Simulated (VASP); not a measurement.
Wanted: the native input for a VASP 6.6.1 run.

```yaml
Task: single point
Functional: LDA
Potentials_or_basis: VASP PAW LDA potentials, release 64 (Hf_pv, B)
Cutoff: 520 eV
k_mesh: 10 × 10 × 10
Occupations: fermi-dirac, width 0.05 eV
Spin: no spin polarisation
Dipole_correction: no
Further_INCAR_settings: ALGO = Normal; EDIFF = 1e-06; NBANDS = 14
```

The structure of HfB lies in POSCAR:

```
HfB
1.0
    0.0000000000      2.2628439111      2.2628439111
    2.2628439111      0.0000000000      2.2628439111
    2.2628439111      2.2628439111      0.0000000000
Hf B
1 1
Direct
    0.5000000000      0.5000000000      0.5000000000
    0.0000000000      0.0000000000      0.0000000000
```

The input as run:

INCAR

```
PREC = Accurate
ENCUT = 520
EDIFF = 1E-6
ISMEAR = -1
SIGMA = 0.05
LREAL = False
LASPH = True
NELM = 80
ALGO = Normal
ISIF = 2
LWAVE = False
LCHARG = False
GGA = CA
NBANDS = 14
```

KPOINTS

```
Automatic mesh
0
Gamma
  10 10 10
```

Potentials or basis: VASP PAW LDA potentials, release 64 (Hf_pv, B).

Run with:

```console
$ cat potpaw_LDA.64/Hf_pv/POTCAR potpaw_LDA.64/B/POTCAR > POTCAR
$ mpirun -np 1 vasp_std > vasp.out
```

It gave:

The pressure is 37.9 GPa.

Wall time 5.3 s on 1 thread of Intel(R) Xeon(R) 6975P-C (Granite Rapids) (shared host), peak memory 0.13 GiB.
